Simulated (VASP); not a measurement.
A run of VASP 6.6.1 is set up as follows.

Contents of INCAR:

```
SYSTEM = SnO2
ALGO = Normal ; EDIFF = 1E-6
ENCUT = 520 ; GGA = CA
ISIF = 2 ; ISMEAR = 0
LASPH = .True. ; LCHARG = .True.
LELF = .True. ; LREAL = .False.
LVHAR = .True. ; LWAVE = .False.
NBANDS = 64 ; NELM = 80
PREC = Accurate ; SIGMA = 0.05
```

Contents of KPOINTS:

```
k-points
0
Gamma
  6 6 6
  0 0 0
```

Contents of POSCAR:

```
SnO2
1.0
    3.3015000000      1.9061219137      4.1890333333
   -3.3015000000      1.9061219137      4.1890333333
    0.0000000000     -3.8122438274      4.1890333333
Sn O
4 8
Direct
    0.8645353782      0.8645353782      0.8645353782
    0.3648691645      0.3648691645      0.8648751974
    0.3648691645      0.8648751974      0.3648691645
    0.8648751974      0.3648691645      0.3648691645
    0.1199116729      0.6196051221      0.6196051221
    0.6196051221      0.1199116729      0.6196051221
    0.6196051221      0.6196051221      0.1199116729
    0.6099370359      0.6099370359      0.6099370359
    0.1198492242      0.1198492242      0.1198492242
    0.1096932183      0.1096932183      0.6100024814
    0.1096932183      0.6100024814      0.1096932183
    0.6100024814      0.1096932183      0.1096932183
```

Potentials or basis: VASP PAW LDA potentials, release 64 (Sn_d, O).

Command:

```sh
$ cat potpaw_LDA.64/Sn_d/POTCAR potpaw_LDA.64/O/POTCAR > POTCAR
$ mpirun -np 1 vasp_std > vasp.out
```

What does it give for the largest force?

0.683 eV/Å.

What does it give for the pressure?

-12.5 GPa.

Predict the band gap on the k mesh.

0.91 eV.

Forces in eV/Å, atoms in the order of the input:
```
Sn   0.000  0.000  0.007
Sn   0.000 -0.002 -0.002
Sn  -0.002  0.001 -0.002
Sn   0.002  0.001 -0.002
O   -0.001 -0.001  0.683
O    0.001 -0.001  0.683
O    0.000  0.002  0.683
O    0.000  0.000 -0.682
O    0.000  0.000  0.683
O    0.000  0.002 -0.683
O    0.002 -0.001 -0.683
O   -0.002 -0.001 -0.683
```

Caveat: the stress differs along the axes, from -15 to -8 GPa; spin-orbit coupling is left out, which moves the levels of the heavy elements.
